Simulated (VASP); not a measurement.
Crystal: Re.

```
Re
1.0
     0.00000    1.97500    1.97500
     1.97500    0.00000    1.97500
     1.97500    1.97500    0.00000
Re
1
Direct
  0.00000 0.00000 0.00000
```

This isn't the form of Re at room conditions, which is hcp.

Base run:

| Property | Result |
| --- | --- |
| Program | VASP 6.6.1 |
| Functional | PBE |
| Potentials or basis | VASP PAW PBE potentials, release 64 (Re) |
| Cutoff | 520 eV |
| k mesh | 17 × 17 × 17 |
| Occupations | fermi-dirac, width 0.1 eV |
| Spin | collinear spin |
| Starting moments | [0.15] μB |
| Fixed moment | 0.15 μB |

Its results: pressure -9.5 GPa; site moments Re +0.14 μB.

The run is repeated on the same cell with these changes: fixed moment from 0.15 μB to 0.8 μB; moments at the start from [0.15] to [0.8]. What comes out?

Pressure -5.2 GPa; site moments Re +0.75 μB.

Caveats: the cell stands under tension; the total moment is fixed, so each spin has its own Fermi level.
